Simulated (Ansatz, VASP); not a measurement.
# Two plane-wave programs on NaScTe2

```
Na Te Sc
1.0
     4.23138    0.00000    0.00000
     0.00000    4.23138    0.00000
     0.00000    0.00000    5.80631
Na Te Sc
1 2 1
Direct
  0.00000 0.00000 0.00000
  0.00000 0.00000 0.50000
  0.50000 0.50000 0.00000
  0.50000 0.50000 0.50000
```

Alike in both runs: task single point; functional PBE; k mesh 6 × 6 × 4; occupations fermi-dirac, width 0.02 eV; no spin polarisation.

|  | VASP | Ansatz |
| --- | --- | --- |
| version | VASP 6.6.1 | Ansatz 0.2.0 |
| potentials or method | VASP PAW PBE potentials, release 64 (Na_pv, Te, Sc_sv) | plane waves, PAW |
| plane-wave cutoff (eV) | 520 | 420 |
| valence electrons in the cell | 30 | 52 |

VASP gave:

| Item | Value |
| --- | --- |
| pressure (GPa) | 3.2 |

Problem. Estimate Ansatz's values.

Solution. Pressure (GPa): 3.1.

VASP's potentials hold 30 valence electrons a cell and Ansatz's 52, so a difference there can come from the potentials and not from the codes.

Neither program's run includes spin-orbit coupling.
